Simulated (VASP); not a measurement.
Runs of VASP 6.6.1 on HfN. The structure is that of space group Fm-3m (No. 225), or close to it. The cells are those of the table. 

| cell | gap on the mesh (eV) | pressure (GPa) |
| --- | --- | --- |
| a = 3.222 Å, angles 60.0°, 2 atoms | none | (a) |
| a = 3.253 Å, angles 60.0°, 2 atoms | none | -23.0 |
| a = 3.190 Å, angles 60.0°, 2 atoms | none | -9.4 |
| a = 3.158 Å, angles 60.0°, 2 atoms | none | -0.8 |
| a = 3.125 Å, angles 60.0°, 2 atoms | none | (b) |

Alike in all rows: task single point; level LDA; potentials or basis VASP PAW LDA potentials, release 64 (Hf_pv, N); no spin polarisation; k mesh 11 × 11 × 11; cutoff (eV) 520; smearing fermi-dirac 0.1 eV.

Question: Estimate the missing entries.

Answer: (a) -16.8; (b) 9.5.

Caveats: spin-orbit coupling is left out, which moves the levels of the heavy elements.

A k mesh can miss the band edges, and the runs leave out spin-orbit coupling on Hf.

A gap of «none» marks levels without a gap at the run's occupations.
